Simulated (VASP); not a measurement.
# CsLiCr2Te2S3 (P3m1) in VASP: further runs

The runs below take CsLiCr2Te2S3 through relaxation of cell and atoms, single point, with PBE, PBE+D3(BJ).

Program: VASP 6.6.1. These are calculated values, not measurements. Logs are shortened: lines on timing, memory, paths and dates and some standing lists are left out, and cuts for length are marked.

## (1) The cell of the first run

Symmetry: P3m1, No. 156, trigonal system. The conventional cell has a = 3.604 Å, b = 3.604 Å, c = 19.067 Å, α = 90.00°, β = 90.00°, γ = 120.00°. Cs (site symmetry 3m) has 3 S at 3.38 Å and 6 Cs at 3.60 Å and 3 Te at 3.77 Å and 3 Cr at 4.44 Å within 4.5 Å. Within 3.7 Å of Li (site symmetry 3m) lie 6 S at 2.63 to 2.66 Å and 6 Cr at 3.53 to 3.57 Å and 6 Li at 3.60 Å. Within 3.2 Å of Cr (site symmetry 3m) lie 3 S at 2.40 Å and 3 Te at 2.74 Å. Cr (site symmetry 3m) has 6 S at 2.43 to 2.45 Å within 3.2 Å. Te (site symmetry 3m) has 6 Te at 3.60 Å and 3 Cs at 3.77 Å within 4.7 Å. Within 3.7 Å of Te (site symmetry 3m) lie 3 Cr at 2.74 Å and 6 Te at 3.60 Å and 3 S at 3.64 Å. S (site symmetry 3m) has 3 Cr at 2.45 Å and 3 Li at 2.63 Å and 3 S at 3.29 Å within 3.3 Å. S (site symmetry 3m) has 3 Cr at 2.40 Å and 3 Li at 2.66 Å within 3.2 Å.

## (2) Relaxation of cell and atoms, PBE, collinear spin, ferromagnetic start

INCAR reads:

```
ALGO = Fast ; EDIFF = 1E-6
EDIFFG = -0.01 ; ENCUT = 600
GGA = PE ; IBRION = 2
ISIF = 3 ; ISMEAR = -1
ISPIN = 2 ; KPAR = 4
LASPH = T ; LCHARG = F
LMAXMIX = 4 ; LORBIT = 11
LREAL = F ; LWAVE = F
MAGMOM = 0 0 3 3 0 0 0 0 0 ; NELM = 150
NSW = 60 ; PREC = Accurate
SIGMA = 0.05
```

KPOINTS reads:

```
k-points
0
Gamma
  9 9 2
```

POSCAR reads:

```
CsLiCr2Te2S3
1.0
    3.6035800000      0.0000000000      0.0000000000
   -1.8017900000      3.1207900000      0.0000000000
    0.0000000000      0.0000000000     19.0665100000
Cs Li Cr Te S
1 1 2 2 3
Direct
    0.0000000000      0.0000000000      0.3739900000
    0.6666700000      0.3333300000      0.0160700000
    0.0000000000      0.0000000000      0.8663700000
    0.3333300000      0.6666700000      0.1683300000
    0.3333300000      0.6666700000      0.5389100000
    0.6666700000      0.3333300000      0.7727600000
    0.0000000000      0.0000000000      0.1003000000
    0.3333300000      0.6666700000      0.9292000000
    0.6666700000      0.3333300000      0.2340800000
```

Potentials or basis: VASP PAW PBE potentials, release 64 (Cs_sv, Li_sv, Cr_pv, Te, S).

Run with:

```console
> cat potpaw_PBE.64/Cs_sv/POTCAR potpaw_PBE.64/Li_sv/POTCAR potpaw_PBE.64/Cr_pv/POTCAR potpaw_PBE.64/Te/POTCAR potpaw_PBE.64/S/POTCAR > POTCAR
> mpirun -np 4 vasp_std > vasp.out
```

OUTCAR:

```text
EDIFF = 1E-6
   EDIFFG = -0.01
   ENCUT = 600
   GGA = PE
   IBRION = 2
   ISIF = 3
   ISMEAR = -1
   ISPIN = 2
   LASPH = T
   LORBIT = 11
   LREAL = F
   NELM = 150
   NSW = 60
   PREC = Accurate

 ion  position               nearest neighbor table
   1  0.000  0.000  0.374-
   2  0.667  0.333  0.016-   7 2.63   7 2.63   7 2.63   8 2.66   8 2.66   8 2.66
   3  0.000  0.000  0.866-   8 2.40   8 2.40   8 2.40   6 2.74   6 2.74   6 2.74
   4  0.333  0.667  0.168-   9 2.43   9 2.43   9 2.43   7 2.45   7 2.45   7 2.45
   5  0.333  0.667  0.539-
   6  0.667  0.333  0.773-   3 2.74   3 2.74   3 2.74
   7  0.000  0.000  0.100-   4 2.45   4 2.45   4 2.45   2 2.63   2 2.63   2 2.63
   8  0.333  0.667  0.929-   3 2.40   3 2.40   3 2.40   2 2.66   2 2.66   2 2.66
   9  0.667  0.333  0.234-   4 2.43   4 2.43   4 2.43

  LATTYP: Found a hexagonal cell.
 ALAT       =     3.6035800000
 C/A-ratio  =     5.2909911810

  Lattice vectors:

 A1 = (   3.6035800000,   0.0000000000,   0.0000000000)
 A2 = (  -1.8017900000,   3.1207900000,   0.0000000000)
 A3 = (   0.0000000000,   0.0000000000,  19.0665100000)

Analysis of symmetry for initial positions (statically):
=====================================================================
 Subroutine PRICEL returns:
 Original cell was already a primitive cell.

 Routine SETGRP: Setting up the symmetry group for a
 hexagonal supercell.

 Subroutine GETGRP returns: Found  2 space group operations
 (whereof  2 operations were pure point group operations)
 out of a pool of 24 trial point group operations.

The static configuration has the point symmetry C_1h.

Analysis of symmetry for dynamics (positions and initial velocities):
=====================================================================
 Subroutine PRICEL returns:
 Original cell was already a primitive cell.

 Routine SETGRP: Setting up the symmetry group for a
 hexagonal supercell.

 Subroutine GETGRP returns: Found  2 space group operations
 (whereof  2 operations were pure point group operations)
 out of a pool of 24 trial point group operations.

The dynamic configuration has the point symmetry C_1h.

Analysis of structural, dynamic, and magnetic symmetry:
=====================================================================
 Subroutine PRICEL returns:
 Original cell was already a primitive cell.

 Routine SETGRP: Setting up the symmetry group for a
 hexagonal supercell.

 Subroutine GETGRP returns: Found  2 space group operations
 (whereof  2 operations were pure point group operations)
 out of a pool of 24 trial point group operations.

The overall configuration has the point symmetry C_1h.

 Subroutine INISYM returns: Found  2 space group operations
 (whereof  2 operations are pure point group operations),
 and found     1 'primitive' translations

----------------------------------------------------------------------------------------

                                     Primitive cell

  volume of cell :     214.4223

  direct lattice vectors                    reciprocal lattice vectors
     3.603580000  0.000000000  0.000000000     0.277501818  0.160215843  0.000000000
    -1.801790000  3.120790000  0.000000000     0.000000000  0.320431686  0.000000000
     0.000000000  0.000000000 19.066510000     0.000000000  0.000000000  0.052447983

  length of vectors
     3.603580000  3.603578420 19.066510000     0.320431545  0.320431686  0.052447983

  position of ions in fractional coordinates (direct lattice)
     0.000000000  0.000000000  0.373990000
     0.666670000  0.333330000  0.016070000
     0.000000000  0.000000000  0.866370000
     0.333330000  0.666670000  0.168330000
     0.333330000  0.666670000  0.538910000
     0.666670000  0.333330000  0.772760000
     0.000000000  0.000000000  0.100300000
     0.333330000  0.666670000  0.929200000
     0.666670000  0.333330000  0.234080000

  ion indices of the primitive-cell ions
   primitive index   ion index
                 1           1
                 2           2
                 3           3
                 4           4
                 5           5
                 6           6
                 7           7
                 8           8
                 9           9

----------------------------------------------------------------------------------------

 KPOINTS: k-points

Automatic generation of k-mesh.
 Grid dimensions read from file:
 generate k-points for:    9    9    2

 Generating k-lattice:

  Cartesian coordinates                     Fractional coordinates (reciprocal lattice)
     0.030833535  0.017801760  0.000000000     0.111111111 -0.000000000  0.000000000
     0.000000000  0.035603521  0.000000000     0.000000000  0.111111111  0.000000000
     0.000000000  0.000000000  0.026223992     0.000000000  0.000000000  0.500000000

  Length of vectors
     0.035603505  0.035603521  0.026223992

  Shift w.r.t. Gamma in fractional coordinates (k-lattice)
     0.000000000  0.000000000  0.000000000

 Subroutine IBZKPT returns following result:
 ===========================================

 Found     50 irreducible k-points:

 Following reciprocal coordinates:
            Coordinates               Weight
  0.000000  0.000000  0.000000      1.000000
  0.111111  0.000000  0.000000      4.000000
 -0.111111  0.111111  0.000000      2.000000
  0.222222 -0.000000  0.000000      4.000000
 -0.222222  0.222222  0.000000      2.000000
  0.333333 -0.000000  0.000000      4.000000
[... 16 lines left out ...]
 -0.222222 -0.444444  0.000000      4.000000
  0.444444  0.333333  0.000000      4.000000
 [... further k-points ...]
   k-points           NKPTS =     50   k-points in BZ     NKDIM =     50   number of bands    NBANDS=     42
   number of dos      NEDOS =    301   number of ions     NIONS =      9
   total plane-waves  NPLWV = 144000
   dimension x,y,z NGX =    30 NGY =   30 NGZ =  160
   dimension x,y,z NGXF=    60 NGYF=   60 NGZF=  320
   ions per type =               1   1   2   2   3
   NGX,Y,Z   is equivalent  to a cutoff of  13.84, 13.84, 13.95 a.u.
   NGXF,Y,Z  is equivalent  to a cutoff of  27.68, 27.68, 27.90 a.u.
 SYSTEM =  unknown system
   PREC   = accura    normal or accurate (medium, high low for compatibility)
   ISTART =      0    job   : 0-new  1-cont  2-samecut
   ICHARG =      2    charge: 1-file 2-atom 10-const
   ISPIN  =      2    spin polarized calculation?
   LNONCOLLINEAR =      F non collinear calculations
   LSORBIT =      F    spin-orbit coupling
   LASPH  =      T    aspherical Exc in radial PAW
   ENCUT  =  600.0 eV  44.10 Ry    6.64 a.u.   7.20  7.20 38.08*2*pi/ulx,y,z
   NELM   =    150;   NELMIN=  2; NELMDL= -5     # of ELM steps
   EDIFF  = 0.1E-05   stopping-criterion for ELM
   LREAL  =      F    real-space projection
   EDIFFG = -.1E-01   stopping-criterion for IOM
   NSW    =     60    number of steps for IOM
   IBRION =      2    ionic relax: 0-MD 1-quasi-New 2-CG
   NFREE  =      1    steps in history (QN), initial steepest desc. (CG)
   ISIF   =      3    stress and relaxation
   ISYM   =      2    0-nonsym 1-usesym 2-fastsym
   POTIM  = 0.5000    time-step for ionic-motion
   TEBEG  =    0.0;   TEEND  =   0.0 temperature during run
   PSTRESS=    0.0 pullay stress
   NELECT =      66.0000    total number of electrons
   NUPDOWN=      -1.0000    fix difference up-down
   EMIN   =  10.00;   EMAX   =-10.00  energy-range for DOS
   EFERMI =   0.00;   METHOD = LEGACY
   ISMEAR =    -1;   SIGMA  =   0.05  broadening in eV -4-tet -1-fermi 0-gaus
   EFERMI_NEDOS =   21; number of points for ismear=-14 and -15
   IALGO  =     68    algorithm
   IMIX   =      4    mixing-type and parameters
     AMIX     =   0.40;   BMIX     =  1.00
     AMIX_MAG =   1.60;   BMIX_MAG =  1.00
  volume/ion in A,a.u.               =      23.82       160.78
  Fermi-wavevector in a.u.,A,eV,Ry     =   1.105349  2.088807 16.623556  1.221797
  Thomas-Fermi vector in A             =   2.241835
   LORBIT       =     11    0 simple, 1 ext, 2 COOP (PROOUT), +10 PAW based schemes
   GGA     = PE    functional components
   LHFCALC =     F    Hartree Fock is set to
   AEXX    =    0.0000 exact exchange contribution
   IVDW    =     0    specifies the selected vdW correction
   LEPSILON=     F    determine dielectric tensor
   LRPA    =     F    only Hartree local field effects (RPA)
 conjugate gradient relaxation of ions
 spin polarized calculation
 RMM-DIIS sequential band-by-band and
  energy-cutoff  :      600.00
  volume of cell :      214.42
 maximum number of plane-waves:      7194
 NGX is ok and might be reduce to    30
   NGX = 15   NGY = 15   NGZ = 77

--------------------------------------- Ionic step        1  -------------------------------------------

 number of electron      66.0000008 magnetization       5.6448349

 Free energy of the ion-electron system (eV)
  ---------------------------------------------------
  ext. energy  EPLUGINS =         0.00000000
  ---------------------------------------------------
  free energy    TOTEN  =       -46.21353690 eV

  energy without entropy =      -46.18881812  energy(sigma->0) =      -46.20117751

------------------------ aborting loop because EDIFF is reached ----------------------------------------

  FORCE on cell =-STRESS in cart. coord.  units (eV):
  Direction    XX          YY          ZZ          XY          YZ          ZX
  --------------------------------------------------------------------------------------
  -------------------------------------------------------------------------------------
  Total        0.1454904      0.1453932     -0.0933063     -0.0000840     -0.0000813      0.0001409
  in kB        1.0871140      1.0863877     -0.6971907     -0.0006279     -0.0006075      0.0010528
  external PRESSURE =       0.4921037 kB  Pullay stress =       0.0000000 kB
[... 110 lines left out ...]
  FREE ENERGIE OF THE ION-ELECTRON SYSTEM (eV)
  ---------------------------------------------------
  free  energy   TOTEN  =       -46.2140458008 eV

  energy  without entropy=      -46.1893133678  energy(sigma->0) =      -46.20167958

[... ionic steps 4 to 14 ...]

--------------------------------------- Ionic step       15  -------------------------------------------

 number of electron      66.0000013 magnetization       5.6385082

------------------------ aborting loop because EDIFF is reached ----------------------------------------
[... 81 lines left out ...]
--------------------------------------- Ionic step       17  -------------------------------------------

 number of electron      66.0000013 magnetization       5.6386280

 Free energy of the ion-electron system (eV)
  ---------------------------------------------------
  ext. energy  EPLUGINS =         0.00000000
  ---------------------------------------------------
  free energy    TOTEN  =       -46.21441173 eV

  energy without entropy =      -46.18975655  energy(sigma->0) =      -46.20208414

 E-fermi :   4.9068     XC(G=0):  -9.3700

 val. band max:        4.8219350835   @ k =  -0.1111   0.2222   0.0000
 cond. band min:       4.9162799593   @ k =  -0.3333   0.2222   0.5000
 fundamental gap:      0.0943448759
 Fermi energy:         4.9067655720

 spin component 1

 k-point     1 :       0.0000    0.0000    0.0000
  band No.  band energies     occupation
      1     -41.4184      1.00000
      2     -39.5902      1.00000
      3     -39.5667      1.00000
      4     -39.5667      1.00000
      5     -39.2087      1.00000
      6     -39.2087      1.00000
[... 1069 lines left out ...]
     41       6.6794      0.00000
     42       7.7269      0.00000

 [... further k-points ...]

 spin component 2

 k-point     1 :       0.0000    0.0000    0.0000
  band No.  band energies     occupation
      1     -41.4209      1.00000
      2     -36.6156      1.00000
      3     -36.6153      1.00000
      4     -36.6153      1.00000
      5     -36.4419      1.00000
      6     -36.3880      1.00000
[... 1069 lines left out ...]
     41       7.8013      0.00000
     42       7.8666      0.00000

 [... further k-points ...]

------------------------ aborting loop because EDIFF is reached ----------------------------------------

  FORCE on cell =-STRESS in cart. coord.  units (eV):
  Direction    XX          YY          ZZ          XY          YZ          ZX
  --------------------------------------------------------------------------------------
  -------------------------------------------------------------------------------------
  Total        0.0448613      0.0448792     -0.0084906      0.0000156      0.0000294     -0.0000509
  in kB        0.3348871      0.3350209     -0.0633821      0.0001162      0.0002196     -0.0003797
  external PRESSURE =       0.2021753 kB  Pullay stress =       0.0000000 kB
[... 24 lines left out ...]
  FREE ENERGIE OF THE ION-ELECTRON SYSTEM (eV)
  ---------------------------------------------------
  free  energy   TOTEN  =       -46.2144117273 eV

  energy  without entropy=      -46.1897565541  energy(sigma->0) =      -46.20208414

 reached required accuracy - stopping structural energy minimisation

 total charge

# of ion       s       p       d       tot
------------------------------------------
    1        1.839   4.689   0.083   6.611
    2        2.008   0.036   0.000   2.044
    3        0.273   6.250   4.111  10.634
    4        0.269   6.259   4.040  10.568
    5        1.418   1.812   0.016   3.246
    6        1.396   1.940   0.036   3.372
    7        1.324   2.430   0.000   3.754
    8        1.324   2.421   0.000   3.745
    9        1.328   2.417   0.000   3.745
--------------------------------------------------
tot         11.178  28.254   8.286  47.718

 magnetization (x)

# of ion       s       p       d       tot
------------------------------------------
    1        0.000  -0.001   0.001   0.000
    2        0.000  -0.001   0.000  -0.001
    3        0.039   0.030   2.715   2.784
    4        0.042   0.039   2.856   2.936
    5       -0.000  -0.004  -0.000  -0.004
    6       -0.004  -0.164   0.002  -0.166
    7       -0.003  -0.056   0.000  -0.059
    8       -0.005  -0.074   0.000  -0.079
    9       -0.005  -0.071   0.000  -0.075
--------------------------------------------------
tot          0.064  -0.302   5.574   5.336
```

Run time: 1.5 h. Hardware: 4 MPI ranks of Intel Xeon Platinum 8488C (Sapphire Rapids), shared host; peak memory 1.1 GiB.

What came out:

```yaml
Free_energy: -46.2144 eV
Relaxed_volume: 23.85 Å³/atom
Relaxed_cell: a = 3.607 Å, b = 3.607 Å, c = 19.044 Å, α = 90.00°, β = 90.00°, γ = 120.00°
Space_group_after_relaxing_to_0.1_Å: P3m1 (No. 156)
Energy_gained_by_relaxing: 0.1 meV/atom
Ionic_steps: 17
Pressure_after_relaxing: 0.0 GPa
Largest_force_after_relaxing: 0.007 eV/Å
Net_moment: 5.64 μB per cell
Site_moments: Cs +0.00; Li -0.00; Cr +2.78, +2.94; Te -0.00, -0.17; S -0.06, -0.08, -0.07 μB
Valence_electrons_inside_the_program's_atomic_spheres: Cs 6.61; Li 2.04; Cr 10.63, 10.57; Te 3.25, 3.37; S 3.75
```

Forces in eV/Å, atoms in the order of the input:
```
Cs   0.000  0.000  0.001
Li   0.000  0.000 -0.003
Cr   0.000  0.000 -0.003
Cr   0.000  0.000  0.003
Te   0.000  0.000  0.007
Te   0.000  0.000 -0.007
S    0.000  0.000 -0.005
S    0.000  0.000  0.007
S    0.000  0.000  0.000
```

The path:
```
step  energy change (eV)  largest force (eV/Å)  pressure (GPa)  volume (Å³)
   1              0.0000                0.0362            0.05       214.42
   2             -0.0004                0.0281            0.01       214.65
   3             -0.0005                0.0233           -0.06       214.94
   4             -0.0005                0.0224           -0.04       214.89
   5             -0.0006                0.0154           -0.02       214.75
   6             -0.0006                0.0285            0.06       214.55
   7             -0.0007                0.0225            0.06       214.63
   8             -0.0007                0.0177            0.04       214.69
   9             -0.0008                0.0166            0.01       214.78
  10             -0.0008                0.0208           -0.04       214.94
  11             -0.0008                0.0140           -0.06       214.90
  12             -0.0008                0.0124           -0.04       214.84
  13             -0.0008                0.0124           -0.02       214.70
  14             -0.0008                0.0149            0.06       214.40
  15             -0.0008                0.0142            0.06       214.55
  16             -0.0009                0.0135            0.04       214.61
  17             -0.0009                0.0074            0.02       214.63
```

Final structure:
```
Cs Li Cr Te S
1.0
     3.60747    0.00000    0.00000
    -1.80374    3.12416    0.00000
     0.00002   -0.00001   19.04354
Cs Li Cr Te S
1 1 2 2 3
Cartesian
  3.6075 0.0000 7.1346
  1.8037 1.0414 0.3167
  -1.8037 3.1241 16.4970
  0.0000 2.0828 3.1989
  0.0000 2.0828 10.2689
  1.8038 1.0414 14.7184
  -1.8037 3.1242 1.9014
  0.0000 2.0828 17.6895
  1.8037 1.0414 4.4490
```

Caveat: the cutoff is under 1.25 times the usual one of these potentials, so pressure, stress and relaxed cells hold a basis-set (Pulay) error; spin-orbit coupling is left out, which moves the levels of the heavy elements; only a ferromagnetic start was run, and an antiferromagnetic order may lie lower in energy.

(Continued in part 2 of 3.)
